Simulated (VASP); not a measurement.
A run of VASP 6.6.1 is set up as follows.

The input INCAR:

```
SYSTEM = KI
PREC     = Accurate       ! precision mode
ENCUT    = 520            ! plane-wave cutoff, eV
EDIFF    = 1E-6           ! SCF threshold, eV
ISMEAR   = -1             ! smearing method
SIGMA    = 0.01           ! smearing width, eV
LREAL    = .False.        ! projectors in reciprocal space
LASPH    = .True.         ! aspherical terms in the spheres
NELM     = 80             ! most SCF steps
ALGO     = Normal         ! electronic algorithm
ISIF     = 2              ! what is computed and relaxed
LWAVE    = .False.        ! write WAVECAR
LCHARG   = .False.        ! write CHGCAR
GGA      = PS             ! functional
NBANDS   = 15             ! bands
```

File KPOINTS:

```
regular mesh
0
Gamma
  8 8 8
  0 0 0
```

File POSCAR:

```
KI
1.0
    0.0000000000      3.5245500000      3.5597955000
    3.5245500000      0.0000000000      3.5597955000
    3.5245500000      3.5245500000      0.0000000000
K I
1 1
Direct
    0.0000000000      0.0000000000      0.0000000000
    0.5000000000      0.5000000000      0.5000000000
```

Potentials or basis: VASP PAW PBE potentials, release 64 (K_sv, I).

The run is started by

```sh
$ cat potpaw_PBE.64/K_sv/POTCAR potpaw_PBE.64/I/POTCAR > POTCAR
$ mpirun -np 1 vasp_std > vasp.out
```

(1) What does it give for the pressure?

(2) Predict the band gap on the k mesh.

Answers

(1) -0.3 GPa.

(2) 3.81 eV, direct.

Caveat: the cell differs from its parent crystal (zz strain of +1 %); the PAW data sets were made with another functional, which shifts forces and pressure a little; spin-orbit coupling is left out, which moves the levels of the heavy elements.
